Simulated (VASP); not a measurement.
A run of VASP 6.6.1 is set up as follows.

The input INCAR:

```
SYSTEM = SnSe
ALGO = Normal
EDIFF = 1E-8
ENCUT = 520
GGA = PS
IBRION = 8
ISIF = 2
ISMEAR = 0
LASPH = .True.
LCHARG = .False.
LREAL = .False.
LWAVE = .False.
NBANDS = 17
NELM = 100
NSW = 1
PREC = Accurate
SIGMA = 0.01
```

The input KPOINTS:

```
k-points
0
Gamma
  12 12 12
  0 0 0
```

The input POSCAR:

```
SnSe
1.0
    0.0000000000      2.7611570254      2.7611570254
    2.7611570254      0.0000000000      2.7611570254
    2.7611570254      2.7611570254      0.0000000000
Sn Se
1 1
Direct
    0.0000000000      0.0000000000      0.0000000000
    0.5000000000      0.5000000000      0.5000000000
```

Potentials or basis: VASP PAW PBE potentials, release 64 (Sn_d, Se).

Command:

```sh
$ cat potpaw_PBE.64/Sn_d/POTCAR potpaw_PBE.64/Se/POTCAR > POTCAR
$ mpirun -np 1 vasp_std > vasp.out
```

Q: Estimate the highest phonon frequency at Γ, LO-TO splitting left out.

A: 144 cm⁻¹.

Phonon frequencies in cm⁻¹ (negative: imaginary):
```
              q point        frequencies
(0.000, 0.000, 0.000)  0 0 0 144 144 144
```

Caveat: the cell stands under pressure or tension, which shifts response properties.
